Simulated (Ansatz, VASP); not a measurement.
# One calculation of Zn, two programs

```
Zn
1.0
     0.90332    2.56956    2.56956
     2.56956    0.90332    2.56956
     2.56956    2.56956    0.90332
Zn
1
Direct
  0.00000 0.00000 0.00000
```

Alike in both runs: task single point; functional PBE; k mesh 22 × 22 × 22; occupations gaussian, width 0.15 eV; no spin polarisation.

```csv
,VASP,Ansatz
version,VASP 6.6.1,Ansatz 0.2.0
potentials or method,"VASP PAW PBE potentials, release 64 (Zn), cutoff 520 eV","scalar-relativistic, plane waves, PAW"
valence electrons in the cell,12,12
```

```csv
,VASP,Ansatz,Ansatz less VASP
gap on the k mesh at the Fermi level (eV),none,none,-
pressure (GPa),19.6,18.9,-0.62
"traceless stress, the component that is largest in VASP (GPa)",-12.08,-11.78,+0.299
```

A gap of «none» marks a metal or a gap that the smearing closes.
